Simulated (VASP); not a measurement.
**Hf: single point with PBEsol**

Crystal: Hf.

```xyz
2
Lattice="3.0197 0.0000 0.0000 -1.5098 2.6151 0.0000 0.0000 0.0000 4.8147" Properties=species:S:1:pos:R:3 pbc="T T T"
Hf    0.0000    1.7434    1.2037
Hf    1.5098    0.8717    3.6110
```

| Property | Result |
| --- | --- |
| Program | VASP 6.6.1 |
| Task | single point |
| Functional | PBEsol |
| Potentials or basis | VASP PAW PBE potentials, release 64 (Hf_pv) |
| Cutoff | 520 eV |
| k mesh | 18 × 18 × 10 |
| Occupations | gaussian, width 0.05 eV |
| Spin | no spin polarisation |

```
Pressure               : 17.7 GPa
Band gap on the k mesh : zero (bands 10 and 11 overlap by 1.53 eV)
```

Stress tensor (GPa, compression positive):
```
17.71  0.00  0.00
 0.00 17.71  0.00
 0.00  0.00 17.56
```

Levels at points of the mesh, in eV from the Fermi level:
| k point | band 8 | band 9 | band 10 | band 11 | band 12 | band 13 |
| --- | --- | --- | --- | --- | --- | --- |
| (0.00, 0.00, 0.00) | -4.28 | 1.19 | 1.19 | 1.31 | 1.43 | 2.18 |
| (0.50, 0.00, 0.00) | -3.43 | -2.81 | -0.39 | 0.76 | 1.05 | 1.95 |
| (0.00, 0.00, 0.50) | -5.65 | 0.05 | 0.05 | 1.08 | 1.08 | 1.08 |
| (0.50, 0.00, 0.50) | -3.99 | -1.37 | -1.37 | 1.87 | 1.87 | 3.03 |

Wall time 2.9 min on 1 thread of Intel Xeon 8259CL (shared host), peak memory 0.25 GiB.

Caveat: the cell stands under pressure; the PAW data sets were made with another functional, which shifts forces and pressure a little; spin-orbit coupling is left out, which moves the levels of the heavy elements.
